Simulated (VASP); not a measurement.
**SiNi2: vibrations by perturbation theory with PBE**

Crystal: SiNi2.

```
Si Ni
1.0
     3.91392    0.00000    0.00000
    -1.95696    3.38955    0.00000
     0.00000    0.00000    4.99418
Si Ni
2 4
Direct
  0.33333 0.66667 0.75000
  0.66667 0.33333 0.25000
  0.00000 0.00000 0.00000
  0.00000 0.00000 0.50000
  0.33333 0.66667 0.25000
  0.66667 0.33333 0.75000
```

| Item | Value |
| --- | --- |
| Program | VASP 6.6.1 |
| Task | vibrations by perturbation theory |
| Functional | PBE |
| Potentials or basis | VASP PAW PBE potentials, release 64 (Si, Ni) |
| Cutoff | 600 eV |
| k mesh | 12 × 12 × 8 |
| Occupations | fermi-dirac, width 0.15 eV |
| Spin | no spin polarisation |
| Dipole correction | no |
| Further INCAR settings | ALGO = Normal; EDIFF = 1e-08; IBRION = 8; NSW = 1 |

```yaml
Highest_phonon_frequency_at_Γ: 389 cm⁻¹
```

Phonon frequencies in cm⁻¹ (negative: imaginary):
```
              q point                                                        frequencies
(0.000, 0.000, 0.000)  0 0 0 118 129 129 138 138 155 190 213 213 256 288 376 376 389 389
```

Run time: 42 min on 4 MPI ranks on Oxide Virtual Turin-like Processor, with other jobs on the host, peak memory 1.5 GiB a rank.

Spin polarisation is off, so any magnetic state and its effect on volume and gap are missing.
